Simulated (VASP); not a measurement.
# Be (Im-3m) in VASP: a series of runs, part 3 of 3

VASP 6.6.1. The steps go on from the part before.

### Step 6. Electric field gradients, PBEsol (volume scaled by 0.9405)

The input, INCAR:

```
SYSTEM = Be
PREC = Accurate
ENCUT = 520
EDIFF = 1E-8
ISMEAR = -1
SIGMA = 0.03
LREAL = .FALSE.
LASPH = .TRUE.
NELM = 100
ALGO = Normal
ISIF = 2
LWAVE = .FALSE.
LCHARG = .FALSE.
GGA = PS
LEFG = .TRUE.
NBANDS = 7
```

The input, KPOINTS:

```
regular mesh
0
G
  23 23 23
  0 0 0
```

The input, POSCAR:

```
Be
1.0
   -1.2277574868      1.2277574868      1.2277574868
    1.2277574868     -1.2277574868      1.2277574868
    1.2277574868      1.2277574868     -1.2277574868
Be
1
Direct
    0.0000000000      0.0000000000      0.0000000000
```

Potentials or basis: VASP PAW PBE potentials, release 64 (Be).

On the command line:

```console
$ cat potpaw_PBE.64/Be/POTCAR > POTCAR
$ mpirun -np 1 vasp_std > vasp.out
```

OUTCAR:

```text
SYSTEM = Be
   PREC = Accurate
   ENCUT = 520
   EDIFF = 1E-8
   ISMEAR = -1
   LREAL = .FALSE.
   LASPH = .TRUE.
   NELM = 100
   ISIF = 2
   GGA = PS

 ion  position               nearest neighbor table
   1  0.000  0.000  0.000-

  LATTYP: Found a body centered cubic cell.
 ALAT       =     2.4555149736

  Lattice vectors:

 A1 = (  -1.2277574868,   1.2277574868,   1.2277574868)
 A2 = (   1.2277574868,  -1.2277574868,   1.2277574868)
 A3 = (   1.2277574868,   1.2277574868,  -1.2277574868)

Analysis of symmetry for initial positions (statically):
=====================================================================
 Subroutine PRICEL returns:
 Original cell was already a primitive cell.

 Routine SETGRP: Setting up the symmetry group for a
 body centered cubic supercell.

 Subroutine GETGRP returns: Found 48 space group operations
 (whereof 48 operations were pure point group operations)
 out of a pool of 48 trial point group operations.

The static configuration has the point symmetry O_h .

Analysis of symmetry for dynamics (positions and initial velocities):
=====================================================================
 Subroutine PRICEL returns:
 Original cell was already a primitive cell.

 Routine SETGRP: Setting up the symmetry group for a
 body centered cubic supercell.

 Subroutine GETGRP returns: Found 48 space group operations
 (whereof 48 operations were pure point group operations)
 out of a pool of 48 trial point group operations.

The dynamic configuration has the point symmetry O_h .

 Subroutine INISYM returns: Found 48 space group operations
 (whereof 48 operations are pure point group operations),
 and found     1 'primitive' translations

----------------------------------------------------------------------------------------

                                     Primitive cell

  volume of cell :       7.4028

  direct lattice vectors                    reciprocal lattice vectors
    -1.227757487  1.227757487  1.227757487     0.000000000  0.407246549  0.407246549
     1.227757487 -1.227757487  1.227757487     0.407246549  0.000000000  0.407246549
     1.227757487  1.227757487 -1.227757487     0.407246549  0.407246549  0.000000000

  length of vectors
     2.126538347  2.126538347  2.126538347     0.575933593  0.575933593  0.575933593

  position of ions in fractional coordinates (direct lattice)
     0.000000000  0.000000000  0.000000000

  ion indices of the primitive-cell ions
   primitive index   ion index
                 1           1

----------------------------------------------------------------------------------------

 KPOINTS: regular mesh

Automatic generation of k-mesh.
 Grid dimensions read from file:
 generate k-points for:   23   23   23

 Generating k-lattice:

  Cartesian coordinates                     Fractional coordinates (reciprocal lattice)
[... 59 lines left out ...]
   NELM   =    100;   NELMIN=  2; NELMDL= -5     # of ELM steps
   EDIFF  = 0.1E-07   stopping-criterion for ELM
   LREAL  =      F    real-space projection
   EDIFFG = 0.1E-06   stopping-criterion for IOM
   NSW    =      0    number of steps for IOM
   IBRION =     -1    ionic relax: 0-MD 1-quasi-New 2-CG
   NFREE  =      0    steps in history (QN), initial steepest desc. (CG)
   ISIF   =      2    stress and relaxation
   ISYM   =      2    0-nonsym 1-usesym 2-fastsym
   POTIM  = 0.5000    time-step for ionic-motion
   TEBEG  =    0.0;   TEEND  =   0.0 temperature during run
   PSTRESS=    0.0 pullay stress
   NELECT =       2.0000    total number of electrons
   NUPDOWN=      -1.0000    fix difference up-down
   EMIN   =  10.00;   EMAX   =-10.00  energy-range for DOS
   EFERMI =   0.00;   METHOD = LEGACY
   ISMEAR =    -1;   SIGMA  =   0.03  broadening in eV -4-tet -1-fermi 0-gaus
   EFERMI_NEDOS =   21; number of points for ismear=-14 and -15
   IALGO  =     38    algorithm
   IMIX   =      4    mixing-type and parameters
     AMIX     =   0.40;   BMIX     =  1.00
     AMIX_MAG =   1.60;   BMIX_MAG =  1.00
  volume/ion in A,a.u.               =       7.40        49.96
  Fermi-wavevector in a.u.,A,eV,Ry     =   1.058325  1.999944 15.239220  1.120051
  Thomas-Fermi vector in A             =   2.193630
   LORBIT       =      0    0 simple, 1 ext, 2 COOP (PROOUT), +10 PAW based schemes
   GGA     = PS    functional components
   LHFCALC =     F    Hartree Fock is set to
   AEXX    =    0.0000 exact exchange contribution
   IVDW    =     0    specifies the selected vdW correction
   LEPSILON=     F    determine dielectric tensor
   LRPA    =     F    only Hartree local field effects (RPA)
 non-spin polarized calculation
  energy-cutoff  :      520.00
  volume of cell :        7.40
 maximum number of plane-waves:       212
   NGX =  7   NGY =  7   NGZ =  7

 number of electron       2.0000000 magnetization

 Free energy of the ion-electron system (eV)
  ---------------------------------------------------
  ext. energy  EPLUGINS =         0.00000000
  ---------------------------------------------------
  free energy    TOTEN  =        -3.89203388 eV

  energy without entropy =       -3.89154333  energy(sigma->0) =       -3.89178861

 E-fermi :   8.4791     XC(G=0): -10.8312

 val. band max:        8.4223739156   @ k =   0.3043   0.2609   0.0870
 cond. band min:       8.5109867853   @ k =   0.3043   0.3043   0.0000
 fundamental gap:      0.0886128697
 Fermi energy:         8.4790778089

 k-point     1 :       0.0000    0.0000    0.0000
  band No.  band energies     occupation
      1      -4.1404      2.00000
      2      28.7945      0.00000
      3      28.7945      0.00000
      4      28.7945      0.00000
      5      40.3970      0.00000
      6      40.3970      0.00000
      7      40.3970      0.00000
[... 221 lines left out ...]
 k-point    24 :       0.0870    0.0870    0.0000
  band No.  band energies     occupation
      1      -3.3286      2.00000
      2      25.4564      0.00000
      3      25.5840      0.00000
      4      27.3761      0.00000
      5      35.6410      0.00000
      6      36.2192      0.00000
      7      40.5434      0.00000

 [... further k-points ...]
[... 5 lines left out ...]
  --------------------------------------------------------------------------------------
  -------------------------------------------------------------------------------------
  Total        0.3014569      0.3014569      0.3014569     -0.0000000      0.0000000     -0.0000000
  in kB       65.2436234     65.2436234     65.2436234     -0.0000000      0.0000000     -0.0000000
  external PRESSURE =      65.2436234 kB  Pullay stress =       0.0000000 kB

 VOLUME and BASIS-vectors are now :
 -----------------------------------------------------------------------------
  energy-cutoff  :      520.00
  volume of cell :        7.40
      direct lattice vectors                 reciprocal lattice vectors
    -1.227757487  1.227757487  1.227757487     0.000000000  0.407246549  0.407246549
     1.227757487 -1.227757487  1.227757487     0.407246549  0.000000000  0.407246549
     1.227757487  1.227757487 -1.227757487     0.407246549  0.407246549  0.000000000

 POSITION                                       TOTAL-FORCE (eV/Angst)
 -----------------------------------------------------------------------------------
      0.00000      0.00000      0.00000         0.000000      0.000000      0.000000
 -----------------------------------------------------------------------------------
    total drift:                                0.000000      0.000000      0.000000

  FREE ENERGIE OF THE ION-ELECTRON SYSTEM (eV)
  ---------------------------------------------------
  free  energy   TOTEN  =        -3.8920338774 eV

  energy  without entropy=       -3.8915433329  energy(sigma->0) =       -3.89178861

 Electric field gradients (V/A^2)
---------------------------------------------------------------------
 ion       V_xx      V_yy      V_zz      V_xy      V_xz      V_yz
---------------------------------------------------------------------
   1      -0.000    -0.000    -0.000    -0.000    -0.000    -0.000
---------------------------------------------------------------------

 Electric field gradients after diagonalization (V/A^2)
 (convention: |V_zz| > |V_xx| > |V_yy|)
----------------------------------------------------------------------
 ion       V_xx      V_yy      V_zz     asymmetry (V_yy - V_xx)/ V_zz
----------------------------------------------------------------------
   1       0.000     0.000    -0.000       0.000
----------------------------------------------------------------------

           NMR quadrupolar parameters

 Cq : quadrupolar parameter    Cq=e*Q*V_zz/h
 eta: asymmetry parameters     (V_yy - V_xx)/ V_zz
 Q  : nuclear electric quadrupole moment in mb (millibarn)
----------------------------------------------------------------------
 ion       Cq(MHz)       eta       Q (mb)
----------------------------------------------------------------------
   1      -0.000       0.000       1.000
----------------------------------------------------------------------
```

Run time: 28 s. Hardware: 1 thread of AMD EPYC 7R13, shared host; peak memory 0.09 GiB.

Results:

| Item | Value |
| --- | --- |
| Free energy | -3.8920 eV |
| Pressure | 6.5 GPa |
| Band gap on the k mesh | zero (band 1 reaches 12.15 eV, above the bottom of band 2 at 7.05 eV) |

Caveat: without QUAD_EFG the Cq values of the log hold for a quadrupole moment of 1 mb, not for the nuclei; the PAW data sets were made with another functional, which shifts forces and pressure a little.

### Step 7. Overview

| cell | gap on the mesh (eV) | pressure (GPa) |
| --- | --- | --- |
| a = 2.199 Å, angles 109.5°, 1 atom | none | -6.0 |
| a = 2.185 Å, angles 109.5°, 1 atom | none | -3.9 |
| a = 2.213 Å, angles 109.5°, 1 atom | none | -7.9 |
| a = 2.127 Å, angles 109.5°, 1 atom | none | 6.5 |

Alike in all rows: task electric field gradients; level PBEsol; potentials or basis VASP PAW PBE potentials, release 64 (Be); no spin polarisation; k mesh 23 × 23 × 23; cutoff (eV) 520; smearing fermi-dirac 0.03 eV.

Caveats: the PAW data sets were made with another functional, which shifts forces and pressure a little.

Total energies depend on the potentials used, so only differences within one code and one set of settings carry meaning.
